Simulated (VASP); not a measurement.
A run of VASP 6.6.1 is set up as follows.

File INCAR:

```
PREC = Accurate
ENCUT = 630
EDIFF = 1E-6
ISMEAR = 0
SIGMA = 0.1
LREAL = F
LASPH = T
NELM = 120
ALGO = Normal
ISIF = 2
LWAVE = F
LCHARG = F
GGA = PE
NBANDS = 44
GGA_COMPAT = F
```

The input KPOINTS:

```
Automatic mesh
0
Gamma
  3 3 3
```

The input POSCAR:

```
Cd3S2
1.0
    3.8618625400      2.2296473700      3.0766517400
   -3.8618625400      2.2296473700      3.0766517400
    0.0000000000     -4.4592947500      3.0766517400
Cd S
3 2
Direct
    0.0000000000      0.5000000000      0.0000000000
    0.0000000000      0.0000000000      0.5000000000
    0.5000000000      0.0000000000      0.0000000000
    0.8187567600      0.8187567600      0.8187567600
    0.1812432400      0.1812432400      0.1812432400
```

Potentials or basis: VASP PAW PBE potentials, release 64 (Cd_sv_GW, S).

Command:

```bash
$ cat potpaw_PBE.64/Cd_sv_GW/POTCAR potpaw_PBE.64/S/POTCAR > POTCAR
$ mpirun -np 1 vasp_std > vasp.out
```

Problem. What does it give for the largest force?

Solution. 0.997 eV/Å.

Problem. What does it give for the band gap on the k mesh?

Solution. 0.07 eV (least direct gap 0.57 eV).

Problem. Predict the pressure.

Solution. 13.0 GPa.

Stress tensor (GPa, compression positive):
```
18.87  0.00  0.00
 0.00 18.87  0.00
 0.00  0.00  1.21
```

Caveat: the stress differs along the axes, from 1 to 19 GPa. A k mesh can miss the band edges.
